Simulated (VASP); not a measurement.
# CoO (Fm-3m) in VASP: notebook

Aim: see how the results for CoO move with the level of theory and the settings. Levels: PBE+D3(BJ), PBEsol+D4, revPBE, LDA. Tasks: single point.

All numbers are computed with VASP 6.6.1; they aren't measurements. Logs are shortened: lines on timing, memory, paths and dates and some standing lists are left out, and cuts for length are marked.

## Step 1: The cell of the first run

Symmetry: Fm-3m, No. 225, cubic system. Conventional cell: a = 4.255 Å, b = 4.255 Å, c = 4.255 Å, α = 90.00°, β = 90.00°, γ = 90.00°. Within 2.8 Å of Co (site symmetry m-3m) lie 6 O at 2.13 Å. Within 2.8 Å of O (site symmetry m-3m) lie 6 Co at 2.13 Å.

## Step 2: Single point, PBE+D3(BJ), collinear spin, ferromagnetic start

The input, INCAR:

```
SYSTEM = CoO
PREC = Accurate ; ENCUT = 520
EDIFF = 1E-6 ; ISMEAR = -1
SIGMA = 0.05 ; LREAL = .FALSE.
LASPH = .TRUE. ; NELM = 150
ALGO = Normal ; ISIF = 2
LWAVE = .FALSE. ; LCHARG = .TRUE.
ISPIN = 2 ; MAGMOM = 2 0
LORBIT = 11 ; LMAXMIX = 4
GGA = PE ; IVDW = 12
LELF = .TRUE. ; LVHAR = .TRUE.
NBANDS = 18
```

The input, KPOINTS:

```
regular mesh
0
G
  11 11 11
  0 0 0
```

The input, POSCAR:

```
CoO
1.0
    0.0000000000      2.1273253737      2.1273253737
    2.1273253737      0.0000000000      2.1273253737
    2.1273253737      2.1273253737      0.0000000000
Co O
1 1
Direct
    0.0000000000      0.0000000000      0.0000000000
    0.5000000000      0.5000000000      0.5000000000
```

Potentials or basis: VASP PAW PBE potentials, release 64 (Co, O).

On the command line:

```sh
$ cat potpaw_PBE.64/Co/POTCAR potpaw_PBE.64/O/POTCAR > POTCAR
$ mpirun -np 1 vasp_std > vasp.out
```

OUTCAR:

```text
SYSTEM = CoO
   PREC = Accurate
   ENCUT = 520
   EDIFF = 1E-6
   ISMEAR = -1
   LREAL = .FALSE.
   LASPH = .TRUE.
   NELM = 150
   ISIF = 2
   ISPIN = 2
   LORBIT = 11
   GGA = PE
   IVDW = 12
 IVDW          = 12

 ion  position               nearest neighbor table
   1  0.000  0.000  0.000-   2 2.13   2 2.13   2 2.13   2 2.13   2 2.13   2 2.13
   2  0.500  0.500  0.500-   1 2.13   1 2.13   1 2.13   1 2.13   1 2.13   1 2.13

  LATTYP: Found a face centered cubic cell.
 ALAT       =     4.2546507474

  Lattice vectors:

 A1 = (   0.0000000000,   2.1273253737,   2.1273253737)
 A2 = (   2.1273253737,   0.0000000000,   2.1273253737)
 A3 = (   2.1273253737,   2.1273253737,   0.0000000000)

Analysis of symmetry for initial positions (statically):
[... 25 lines left out ...]
The dynamic configuration has the point symmetry O_h .

Analysis of structural, dynamic, and magnetic symmetry:
=====================================================================
 Subroutine PRICEL returns:
[... 7 lines left out ...]
 out of a pool of 48 trial point group operations.

The overall configuration has the point symmetry O_h .

 Subroutine INISYM returns: Found 48 space group operations
[... 5 lines left out ...]
                                     Primitive cell

  volume of cell :      19.2545

  direct lattice vectors                    reciprocal lattice vectors
     0.000000000  2.127325374  2.127325374    -0.235036918  0.235036918  0.235036918
     2.127325374  0.000000000  2.127325374     0.235036918 -0.235036918  0.235036918
     2.127325374  2.127325374  0.000000000     0.235036918  0.235036918 -0.235036918

  length of vectors
     3.008492395  3.008492395  3.008492395     0.407095884  0.407095884  0.407095884

  position of ions in fractional coordinates (direct lattice)
     0.000000000  0.000000000  0.000000000
     0.500000000  0.500000000  0.500000000

  ion indices of the primitive-cell ions
   primitive index   ion index
                 1           1
                 2           2

----------------------------------------------------------------------------------------

 KPOINTS: regular mesh

Automatic generation of k-mesh.
 Grid dimensions read from file:
 generate k-points for:   11   11   11

 Generating k-lattice:

  Cartesian coordinates                     Fractional coordinates (reciprocal lattice)
    -0.021366993  0.021366993  0.021366993     0.090909091  0.000000000  0.000000000
     0.021366993 -0.021366993  0.021366993     0.000000000  0.090909091  0.000000000
     0.021366993  0.021366993 -0.021366993     0.000000000  0.000000000  0.090909091

  Length of vectors
     0.037008717  0.037008717  0.037008717

  Shift w.r.t. Gamma in fractional coordinates (k-lattice)
     0.000000000  0.000000000  0.000000000

 Subroutine IBZKPT returns following result:
 ===========================================

 Found     56 irreducible k-points:

 Following reciprocal coordinates:
            Coordinates               Weight
  0.000000  0.000000  0.000000      1.000000
  0.090909  0.000000  0.000000      8.000000
  0.181818  0.000000  0.000000      8.000000
  0.272727  0.000000  0.000000      8.000000
  0.363636  0.000000  0.000000      8.000000
  0.454545  0.000000  0.000000      8.000000
[... 16 lines left out ...]
 -0.272727  0.181818  0.000000     24.000000
 -0.181818  0.181818  0.000000     12.000000
 [... further k-points ...]
   k-points           NKPTS =     56   k-points in BZ     NKDIM =     56   number of bands    NBANDS=     18
   number of dos      NEDOS =    301   number of ions     NIONS =      2
   total plane-waves  NPLWV =  13824
   dimension x,y,z NGX =    24 NGY =   24 NGZ =   24
   dimension x,y,z NGXF=    48 NGYF=   48 NGZF=   48
   ions per type =               1   1
   NGX,Y,Z   is equivalent  to a cutoff of  13.26, 13.26, 13.26 a.u.
   NGXF,Y,Z  is equivalent  to a cutoff of  26.52, 26.52, 26.52 a.u.
 SYSTEM =  CoO
   PREC   = accura    normal or accurate (medium, high low for compatibility)
   ISTART =      0    job   : 0-new  1-cont  2-samecut
   ICHARG =      2    charge: 1-file 2-atom 10-const
   ISPIN  =      2    spin polarized calculation?
   LNONCOLLINEAR =      F non collinear calculations
   LSORBIT =      F    spin-orbit coupling
   LASPH  =      T    aspherical Exc in radial PAW
   ENCUT  =  520.0 eV  38.22 Ry    6.18 a.u.   5.59  5.59  5.59*2*pi/ulx,y,z
   NELM   =    150;   NELMIN=  2; NELMDL= -5     # of ELM steps
   EDIFF  = 0.1E-05   stopping-criterion for ELM
   LREAL  =      F    real-space projection
   EDIFFG = 0.1E-04   stopping-criterion for IOM
   NSW    =      0    number of steps for IOM
   IBRION =     -1    ionic relax: 0-MD 1-quasi-New 2-CG
   NFREE  =      0    steps in history (QN), initial steepest desc. (CG)
   ISIF   =      2    stress and relaxation
   ISYM   =      2    0-nonsym 1-usesym 2-fastsym
   POTIM  = 0.5000    time-step for ionic-motion
   TEBEG  =    0.0;   TEEND  =   0.0 temperature during run
   PSTRESS=    0.0 pullay stress
   NELECT =      15.0000    total number of electrons
   NUPDOWN=      -1.0000    fix difference up-down
   EMIN   =  10.00;   EMAX   =-10.00  energy-range for DOS
   EFERMI =   0.00;   METHOD = LEGACY
   ISMEAR =    -1;   SIGMA  =   0.05  broadening in eV -4-tet -1-fermi 0-gaus
   EFERMI_NEDOS =   21; number of points for ismear=-14 and -15
   IALGO  =     38    algorithm
   IMIX   =      4    mixing-type and parameters
     AMIX     =   0.40;   BMIX     =  1.00
     AMIX_MAG =   1.60;   BMIX_MAG =  1.00
  volume/ion in A,a.u.               =       9.63        64.97
  Fermi-wavevector in a.u.,A,eV,Ry     =   1.506357  2.846603 30.873148  2.269112
  Thomas-Fermi vector in A             =   2.617085
   LORBIT       =     11    0 simple, 1 ext, 2 COOP (PROOUT), +10 PAW based schemes
   GGA     = PE    functional components
   LHFCALC =     F    Hartree Fock is set to
   AEXX    =    0.0000 exact exchange contribution
   IVDW    =    12    specifies the selected vdW correction
   LEPSILON=     F    determine dielectric tensor
   LRPA    =     F    only Hartree local field effects (RPA)
 spin polarized calculation
  energy-cutoff  :      520.00
  volume of cell :       19.25
 maximum number of plane-waves:       534
   NGX = 11   NGY = 11   NGZ = 11

 number of electron      15.0000007 magnetization       2.8859857

 Free energy of the ion-electron system (eV)
  ---------------------------------------------------
  ext. energy  EPLUGINS =         0.00000000
  ---------------------------------------------------
  free energy    TOTEN  =       -13.06363432 eV

  energy without entropy =      -13.02903287  energy(sigma->0) =      -13.04633360

 E-fermi :   7.9525     XC(G=0): -12.4292

 val. band max:        7.9510240079   @ k =  -0.1818   0.2727   0.0909
 cond. band min:       7.9603544535   @ k =  -0.2727   0.1818   0.0000
 fundamental gap:      0.0093304456
 Fermi energy:         7.9524883999

 spin component 1

 k-point     1 :       0.0000    0.0000    0.0000
  band No.  band energies     occupation
      1     -12.2649      1.00000
      2       4.7021      1.00000
      3       4.7021      1.00000
      4       4.8273      1.00000
      5       4.8273      1.00000
      6       4.8273      1.00000
[... 10 lines left out ...]
     17      29.4875      0.00000
     18      32.9403      0.00000

 k-point     2 :       0.0909    0.0000    0.0000
  band No.  band energies     occupation
      1     -12.1793      1.00000
      2       3.9418      1.00000
      3       3.9418      1.00000
      4       3.9568      1.00000
      5       4.9306      1.00000
      6       4.9307      1.00000
[... 10 lines left out ...]
     17      30.6147      0.00000
     18      34.2476      0.00000

 k-point     3 :       0.1818    0.0000    0.0000
  band No.  band energies     occupation
      1     -11.9404      1.00000
      2       2.6879      1.00000
      3       3.2058      1.00000
      4       3.2058      1.00000
      5       5.0828      1.00000
      6       5.0828      1.00000
[... 10 lines left out ...]
     17      33.1413      0.00000
     18      36.4630      0.00000

 k-point     4 :       0.2727    0.0000    0.0000
  band No.  band energies     occupation
      1     -11.6044      1.00000
      2       1.4351      1.00000
      3       2.6104      1.00000
      4       2.6104      1.00000
      5       5.2884      1.00000
      6       5.2884      1.00000
[... 375 lines left out ...]
      4       2.0478      1.00000
      5       5.4652      1.00000
      6       5.5581      1.00000
[... 10 lines left out ...]
     17      36.0702      0.00000
     18      37.2335      0.00000

 k-point    23 :      -0.2727    0.1818    0.0000
  band No.  band energies     occupation
      1     -11.2413      1.00000
      2       0.7537      1.00000
      3       2.1229      1.00000
      4       2.4694      1.00000
      5       5.3720      1.00000
      6       5.3905      1.00000
[... 10 lines left out ...]
     17      35.7736      0.00000
     18      37.5508      0.00000

 k-point    24 :      -0.1818    0.1818    0.0000
  band No.  band energies     occupation
      1     -11.5197      1.00000
      2       1.3195      1.00000
      3       2.3688      1.00000
      4       2.9872      1.00000
      5       5.2281      1.00000
      6       5.2389      1.00000
[... 10 lines left out ...]
     17      35.7921      0.00000
     18      37.5762      0.00000

 [... further k-points ...]

 spin component 2

 k-point     1 :       0.0000    0.0000    0.0000
  band No.  band energies     occupation
      1     -11.7724      1.00000
      2       5.3764      1.00000
      3       5.3764      1.00000
      4       5.3764      1.00000
      5       6.8500      1.00000
      6       6.8501      1.00000
[... 10 lines left out ...]
     17      30.4430      0.00000
     18      33.7545      0.00000

 k-point     2 :       0.0909    0.0000    0.0000
  band No.  band energies     occupation
      1     -11.6846      1.00000
      2       4.6612      1.00000
      3       5.0797      1.00000
      4       5.0797      1.00000
      5       6.9553      1.00000
      6       6.9553      1.00000
[... 10 lines left out ...]
     17      31.4089      0.00000
     18      35.1053      0.00000

 k-point     3 :       0.1818    0.0000    0.0000
  band No.  band energies     occupation
      1     -11.4393      1.00000
      2       3.3430      1.00000
      3       4.5038      1.00000
      4       4.5039      1.00000
      5       7.1699      1.00000
      6       7.1700      1.00000
[... 10 lines left out ...]
     17      33.6798      0.00000
     18      37.3445      0.00000

 k-point     4 :       0.2727    0.0000    0.0000
  band No.  band energies     occupation
      1     -11.0936      1.00000
      2       2.0405      1.00000
      3       3.9548      1.00000
      4       3.9549      1.00000
      5       7.4258      0.99997
      6       7.4259      0.99997
[... 375 lines left out ...]
      4       3.3854      1.00000
      5       7.6825      0.99551
      6       7.7847      0.96629
[... 10 lines left out ...]
     17      36.5126      0.00000
     18      37.7237      0.00000

 k-point    23 :      -0.2727    0.1818    0.0000
  band No.  band energies     occupation
      1     -10.7129      1.00000
      2       1.4214      1.00000
      3       3.2895      1.00000
      4       3.5162      1.00000
      5       7.4585      0.99995
      6       7.8027      0.95235
[... 10 lines left out ...]
     17      36.2347      0.00000
     18      38.1573      0.00000

 k-point    24 :      -0.1818    0.1818    0.0000
  band No.  band energies     occupation
      1     -11.0036      1.00000
      2       2.0478      1.00000
      3       3.7815      1.00000
      4       3.7891      1.00000
      5       7.2528      1.00000
      6       7.6944      0.99430
[... 10 lines left out ...]
     17      36.4044      0.00000
     18      38.1636      0.00000

 [... further k-points ...]

------------------------ aborting loop because EDIFF is reached ----------------------------------------

 Edisp (eV)   -0.51735

 E8    (eV) :    -0.1992

  FORCE on cell =-STRESS in cart. coord.  units (eV):
  Direction    XX          YY          ZZ          XY          YZ          ZX
  --------------------------------------------------------------------------------------
  -------------------------------------------------------------------------------------
  Total      -0.06162    -0.06162    -0.06162    -0.00000     0.00000    -0.00000
  in kB      -5.12725    -5.12725    -5.12725    -0.00000     0.00000    -0.00000
  external pressure =       -5.13 kB  Pullay stress =        0.00 kB

 VOLUME and BASIS-vectors are now :
 -----------------------------------------------------------------------------
  energy-cutoff  :      520.00
  volume of cell :       19.25
      direct lattice vectors                 reciprocal lattice vectors
     0.000000000  2.127325374  2.127325374    -0.235036918  0.235036918  0.235036918
     2.127325374  0.000000000  2.127325374     0.235036918 -0.235036918  0.235036918
     2.127325374  2.127325374  0.000000000     0.235036918  0.235036918 -0.235036918

 POSITION                                       TOTAL-FORCE (eV/Angst)
 -----------------------------------------------------------------------------------
      0.00000      0.00000      0.00000         0.000000      0.000000      0.000000
      2.12733      2.12733      2.12733        -0.000000     -0.000000     -0.000000
 -----------------------------------------------------------------------------------
    total drift:                                0.000000     -0.000000     -0.000000

  FREE ENERGIE OF THE ION-ELECTRON SYSTEM (eV)
  ---------------------------------------------------
  free  energy   TOTEN  =       -13.5809837231 eV

  energy  without entropy=      -13.5463822761  energy(sigma->0) =      -13.56368300

 total charge

# of ion       s       p       d       tot
------------------------------------------
    1        0.295   0.358   7.147   7.800
    2        1.556   3.424   0.000   4.981
--------------------------------------------------
tot          1.851   3.783   7.147  12.780

 magnetization (x)

# of ion       s       p       d       tot
------------------------------------------
    1        0.021   0.018   2.506   2.544
    2        0.029   0.263   0.000   0.292
--------------------------------------------------
tot          0.049   0.281   2.506   2.836
```

Run time: 30 s. Hardware: 1 thread of Intel Xeon Platinum 8259CL at 2.50GHz (Skylake/Cascade Lake), shared host; peak memory 0.18 GiB.

Results:

* Free energy: -13.5810 eV
* Pressure: -0.5 GPa
* Net moment: 2.89 μB per cell
* Site moments: Co +2.54; O +0.29 μB
* Valence electrons inside the program's atomic spheres: Co 7.80; O 4.98
* Dispersion energy per atom: -0.259 eV

Caveat: a cell with one magnetic atom can't hold antiferromagnetic order, which such compounds often take; semilocal functionals often make such compounds metallic where correlation or magnetic order opens a gap, which also shifts bond lengths; pairwise dispersion overbinds metals, which lowers pressure and volume. With open d or f shells a metallic result of PBE can be an artefact of self-interaction; +U or a hybrid may open a gap.

## Step 3: Single point, PBEsol+D4, collinear spin, ferromagnetic start

This run uses another cell than the first one, of 9.68 Å³/atom, 1.006 times its volume.

The input, INCAR:

```
SYSTEM = CoO
PREC = Accurate
ENCUT = 520
EDIFF = 1E-6
ISMEAR = -1
SIGMA = 0.05
LREAL = .FALSE.
LASPH = .TRUE.
NELM = 150
ALGO = Normal
ISIF = 2
LWAVE = .FALSE.
LCHARG = .FALSE.
ISPIN = 2
MAGMOM = 2 0
LORBIT = 11
LMAXMIX = 4
GGA = PS
IVDW = 13
NBANDS = 18
```

KPOINTS is that of step 2.

The input, POSCAR:

```
CoO
1.0
    0.0000000000      2.1315000000      2.1315000000
    2.1315000000      0.0000000000      2.1315000000
    2.1315000000      2.1315000000      0.0000000000
Co O
1 1
Direct
    0.0000000000      0.0000000000      0.0000000000
    0.5000000000      0.5000000000      0.5000000000
```

Potentials or basis: VASP PAW PBE potentials, release 64 (Co, O).

On the command line:

```sh
$ cat potpaw_PBE.64/Co/POTCAR potpaw_PBE.64/O/POTCAR > POTCAR
$ mpirun -np 1 vasp_std > vasp.out
```

Wall time 30 s (1 thread of Intel Xeon Platinum 8259CL at 2.50GHz (Skylake/Cascade Lake), shared host); peak memory 0.17 GiB.

Results (log left out):

```yaml
Free_energy: -14.2730 eV
Pressure: -13.5 GPa
Net_moment: 2.93 μB per cell
Site_moments: Co +2.57; O +0.32 μB
Valence_electrons_inside_the_program's_atomic_spheres: Co 7.80; O 4.95
Dispersion_energy_per_atom: -0.157 eV
```

Levels at points of the mesh, in eV from the Fermi level:
Spin up:
```tsv
k point	band 6	band 7	band 8	band 9	band 10	band 11	band 12	band 13
(0.00, 0.00, 0.00)	-3.21	-3.14	-3.14	-3.14	0.83	16.56	17.89	17.89
```
Spin down:
| k point | band 3 | band 4 | band 5 | band 6 | band 7 | band 8 | band 9 | band 10 |
| --- | --- | --- | --- | --- | --- | --- | --- | --- |
| (0.00, 0.00, 0.00) | -2.60 | -2.60 | -1.10 | -1.10 | -1.10 | -0.13 | -0.13 | 1.39 |

Caveat: the PAW data sets were made with another functional, which shifts forces and pressure a little; a cell with one magnetic atom can't hold antiferromagnetic order, which such compounds often take; semilocal functionals often make such compounds metallic where correlation or magnetic order opens a gap, which also shifts bond lengths; pairwise dispersion overbinds metals, which lowers pressure and volume. With open d or f shells a metallic result of PBEsol can be an artefact of self-interaction; +U or a hybrid may open a gap.

## Step 4: Single point, revPBE, collinear spin, ferromagnetic start

This run uses another cell than the first one, of 9.68 Å³/atom, 1.006 times its volume.

The input, INCAR:

```
SYSTEM = CoO
ALGO     = Normal         ! electronic algorithm
EDIFF    = 1E-7           ! SCF threshold, eV
ENCUT    = 520            ! plane-wave cutoff, eV
GGA      = RE             ! functional
ISIF     = 2              ! what is computed and relaxed
ISMEAR   = -1             ! smearing method
ISPIN    = 2              ! spin polarisation
LASPH    = .True.         ! aspherical terms in the spheres
LCHARG   = .False.        ! write CHGCAR
LMAXMIX  = 4              ! l up to which the mixer works
LORBIT   = 11             ! projections on sites
LREAL    = .False.        ! projectors in reciprocal space
LWAVE    = .False.        ! write WAVECAR
MAGMOM   = 2 0            ! initial moments
NBANDS   = 18             ! bands
NELM     = 150            ! most SCF steps
PREC     = Accurate       ! precision mode
SIGMA    = 0.05           ! smearing width, eV
```

The input, KPOINTS:

```
k-points
0
Gamma
  11 11 11
  0 0 0
```

POSCAR is that of step 3.

On the command line:

```sh
$ cat potpaw_PBE.64/Co/POTCAR potpaw_PBE.64/O/POTCAR > POTCAR
$ mpirun -np 1 vasp_std > vasp.out
```

It took 33 s on 1 thread of Intel Xeon Platinum 8259CL at 2.50GHz (Skylake/Cascade Lake), shared host; peak memory 0.16 GiB.

The run converged. Its results:

```
Free energy                                           : -12.3366 eV
Pressure                                              : 2.1 GPa
Net moment                                            : 2.92 μB per cell
Site moments                                          : Co +2.57; O +0.30 μB
Valence electrons inside the program's atomic spheres : Co 7.78; O 4.99
```

Levels at points of the mesh, in eV from the Fermi level:
Spin up:
| k point | band 5 | band 6 | band 7 | band 8 | band 9 | band 10 | band 11 | band 12 | band 13 | band 14 |
| --- | --- | --- | --- | --- | --- | --- | --- | --- | --- | --- |
| (0.00, 0.00, 0.00) | -3.09 | -3.09 | -3.08 | -3.08 | -3.08 | 1.03 | 16.93 | 18.16 | 18.16 | 18.16 |
Spin down:
```csv
k point,band 2,band 3,band 4,band 5,band 6,band 7,band 8,band 9,band 10,band 11
"(0.00, 0.00, 0.00)",-2.52,-2.52,-2.52,-1.08,-1.08,-1.08,0.14,0.14,1.56,16.77
```

Caveat: the PAW data sets were made with another functional, which shifts forces and pressure a little; a cell with one magnetic atom can't hold antiferromagnetic order, which such compounds often take; semilocal functionals often make such compounds metallic where correlation or magnetic order opens a gap, which also shifts bond lengths.

(Continued in part 2 of 2.)
